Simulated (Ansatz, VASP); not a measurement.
La in VASP and in Ansatz

```xyz
2
Lattice="3.7510 0.0000 0.0000 -1.8755 3.2485 0.0000 0.0000 0.0000 6.1266" Properties=species:S:1:pos:R:3 pbc="T T T"
La    0.0000    2.1656    4.5950
La    1.8755    1.0828    1.5317
```

Alike in both runs: functional PBE; k mesh 6 × 6 × 4; occupations gaussian, width 0.05 eV; no spin polarisation.

Ansatz relaxed the structure, and its values are those at the end. VASP's run is a single point on that final structure, the one shown.

|  | VASP | Ansatz |
| --- | --- | --- |
| version | VASP 6.6.1 | Ansatz 0.2.0 |
| potentials or method | VASP PAW PBE potentials, release 64 (La), cutoff 520 eV | scalar-relativistic, plane waves, PAW |
| valence electrons in the cell | 22 | 22 |

|  | VASP | Ansatz | Ansatz less VASP |
| --- | --- | --- | --- |
| pressure (GPa) | 0.3 | 0.3 | -0.07 |

Neither program's run includes spin-orbit coupling.
